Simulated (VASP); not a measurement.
Runs of VASP 6.6.1 on AlN. The structure is that of space group F-43m (No. 216), or close to it. The cells are those of the table. 

```tsv
task	level	potentials or basis	cell	k mesh	cutoff (eV)	smearing	grid for exact exchange (PRECFOCK)	gap on the mesh (eV)	pressure (GPa)	relaxed volume (Å³/atom)
relaxation of cell and atoms	revPBE+D3(BJ)	VASP PAW PBE potentials, release 64 (Al, N)	relaxed from a = 3.089 Å, angles 60.0°, 2 atoms	10 × 10 × 10	600	fermi-dirac 0.05 eV	-	3.35	0.0	10.33
relaxation of cell and atoms	revPBE	VASP PAW PBE potentials, release 64 (Al, N)	relaxed from a = 3.089 Å, angles 60.0°, 2 atoms	10 × 10 × 10	600	fermi-dirac 0.05 eV	-	3.33	0.0	(a)
single point	PBEsol+D4	VASP PAW PBE potentials, release 64 (Al, N)	a = 3.068 Å, angles 60.0°, 2 atoms	10 × 10 × 10	520	fermi-dirac 0.05 eV	-	3.20	2.9	-
single point	LDA	VASP PAW LDA potentials, release 64 (Al, N)	a = 3.089 Å, angles 60.0°, 2 atoms	10 × 10 × 10	520	fermi-dirac 0.05 eV	-	3.22	-3.0	-
single point	r2SCAN	VASP PAW PBE potentials, release 64 (Al, N)	a = 3.026 Å, angles 60.0°, 2 atoms	10 × 10 × 10	520	fermi-dirac 0.05 eV	-	3.98	14.6	-
single point	PBE	VASP PAW PBE potentials, release 64 (Al, N)	a = 3.089 Å, angles 60.0°, 2 atoms	10 × 10 × 10	600	gaussian 0.023 eV	-	3.32	(c)	-
single point	BLYP	VASP PAW PBE potentials, release 64 (Al, N)	a = 3.068 Å, angles 60.0°, 2 atoms	10 × 10 × 10	520	fermi-dirac 0.05 eV	-	3.68	(b)	-
relaxation of cell and atoms	PBE	VASP PAW PBE potentials, release 64 (Al, N)	relaxed from a = 3.089 Å, angles 60.0°, 2 atoms	10 × 10 × 10	600	fermi-dirac 0.05 eV	-	3.31	0.0	10.65
single point	BLYP	VASP PAW PBE potentials, release 64 (Al, N)	a = 3.129 Å, angles 60.0°, 2 atoms	10 × 10 × 10	520	fermi-dirac 0.05 eV	-	3.65	0.3	-
relaxation of cell and atoms	RPBE	VASP PAW PBE potentials, release 64 (Al, N)	relaxed from a = 3.089 Å, angles 60.0°, 2 atoms	10 × 10 × 10	600	fermi-dirac 0.05 eV	-	3.34	0.0	10.83
single point	B3LYP5	VASP PAW PBE potentials, release 64 (Al, N)	a = 3.149 Å, angles 60.0°, 2 atoms	5 × 5 × 5	520	fermi-dirac 0.05 eV	Normal	5.62	-8.0	-
single point	PBE0	VASP PAW PBE potentials, release 64 (Al, N)	a = 3.089 Å, angles 60.0°, 2 atoms	5 × 5 × 5	520	fermi-dirac 0.05 eV	Normal	5.93	-0.6	-
```

Alike in all rows: no spin polarisation.

Problem. Estimate the missing entries.

Solution. (a) 10.79; (b) 12.8; (c) 4.5.

Caveats: some runs use coarse meshes; the PAW data sets were made with another functional, which shifts forces and pressure a little (some runs).

A k mesh can miss the band edges.
